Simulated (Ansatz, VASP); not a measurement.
## Two plane-wave programs on Ni2PO4

Contents of INCAR:

```
PREC = Accurate
ENCUT = 520
EDIFF = 1E-6
ISMEAR = 1
SIGMA = 0.0104
LREAL = False
LASPH = True
NELM = 150
ALGO = Normal
ISIF = 2
LWAVE = False
LCHARG = False
ISPIN = 2
MAGMOM = 1.41 1.41 1.41 1.41 0 0 0.1 0.1 0.1 0.1 0.1 0.1 0.1 0.1
LORBIT = 11
LMAXMIX = 4
GGA = PE
NBANDS = 66
```

Contents of KPOINTS:

```
Automatic mesh
0
Gamma
  5 5 5
```

File POSCAR:

```
Ni2PO4
1.0
    0.0000000000      4.0826201400      4.0826201400
    4.0826201400      0.0000000000      4.0826201400
    4.0826201400      4.0826201400      0.0000000000
Ni P O
4 2 8
Direct
    0.6250000000      0.6250000000      0.6250000000
    0.1250000000      0.6250000000      0.6250000000
    0.6250000000      0.6250000000      0.1250000000
    0.6250000000      0.1250000000      0.6250000000
    0.0000000000      0.0000000000      0.0000000000
    0.2500000000      0.2500000000      0.2500000000
    0.3686000000      0.3686000000      0.3686000000
    0.3558000000      0.8814000000      0.8814000000
    0.3686000000      0.3686000000      0.8942000000
    0.8814000000      0.3558000000      0.8814000000
    0.8942000000      0.3686000000      0.3686000000
    0.8814000000      0.8814000000      0.8814000000
    0.3686000000      0.8942000000      0.3686000000
    0.8814000000      0.8814000000      0.3558000000
```

Input for Ansatz:

```yaml
crystal:
  lattice:
    - [0.0, 4.08262014, 4.08262014]
    - [4.08262014, 0.0, 4.08262014]
    - [4.08262014, 4.08262014, 0.0]
  atoms:
    - { symbol: Ni, position: [0.625, 0.625, 0.625] }
    - { symbol: Ni, position: [0.125, 0.625, 0.625] }
    - { symbol: Ni, position: [0.625, 0.625, 0.125] }
    - { symbol: Ni, position: [0.625, 0.125, 0.625] }
    - { symbol: P, position: [0.0, 0.0, 0.0] }
    - { symbol: P, position: [0.25, 0.25, 0.25] }
    - { symbol: O, position: [0.3686, 0.3686, 0.3686] }
    - { symbol: O, position: [0.3558, 0.8814, 0.8814] }
    - { symbol: O, position: [0.3686, 0.3686, 0.8942] }
    - { symbol: O, position: [0.8814, 0.3558, 0.8814] }
    - { symbol: O, position: [0.8942, 0.3686, 0.3686] }
    - { symbol: O, position: [0.8814, 0.8814, 0.8814] }
    - { symbol: O, position: [0.3686, 0.8942, 0.3686] }
    - { symbol: O, position: [0.8814, 0.8814, 0.3558] }
kpoints:
  mp_grid: { grid: [5, 5, 5], shift: [0, 0, 0] }
  band_path:
    path:
      - [0.0, 0.0, 0.0]
      - [0.5, 0.0, 0.5]
      - [0.625, 0.25, 0.625]
      - [0.375, 0.375, 0.75]
      - [0.0, 0.0, 0.0]
      - [0.5, 0.5, 0.5]
      - [0.5, 0.25, 0.75]
      - [0.5, 0.0, 0.5]
    npoints: 8
magnetization:
  spin_polarized: true
scf:
  occupations: { method: cold, width: 0.0104 }
  lower_state_search: "off"
  max_iter: 200
hamiltonian:
  pseudopotentials: { kind: paw }
  xc: pbe
basis:
  ecutwfc: 420
  fft_grid_basis: typed
output:
  forces: true
  stress: true
  eigenvalues: true
  bader: true
  populations: true
  elf: true
  write_potential: true
  volumetric_format: npy
  dos:
    e_range: [-12, 8]
    de: 0.05
    projected: { site_lists: { Ni: [Ni], O: [O], P: [P] } }
checkpoint:
  read: saved_state
```

Alike in both runs: task single point; functional PBE; k mesh 5 × 5 × 5; collinear spin.

```csv
,VASP,Ansatz
version,VASP 6.6.1,Ansatz 0.2.0
potentials or method,"VASP PAW PBE potentials, release 64 (Ni, P, O), cutoff 520 eV",PAW plane waves
occupations,"methfessel-paxton of order 1, width 0.0104 eV","cold, width 0.0104 eV"
valence electrons in the cell,98,130
```

|  | VASP | Ansatz | Ansatz less VASP |
| --- | --- | --- | --- |
| pressure (GPa) | -5.0 | -4.8 | +0.21 |
| rms of the force components (eV/Å) | 1.184 | 1.173 | -0.0112 |
| net moment per atom (μB) | 0.43 | 0.43 | +0.001 |
| size of the moment on the site where the two differ most (μB) | 1.29 | 1.28 | -0.011 |

Site moments also hang on the region over which each program counts them. Atom by atom the forces differ by 0.011 eV/Å (rms over components). VASP's potentials hold 98 valence electrons a cell and Ansatz's 130, so a difference there can come from the potentials and not from the codes. Ansatz's warnings: stability check not made.
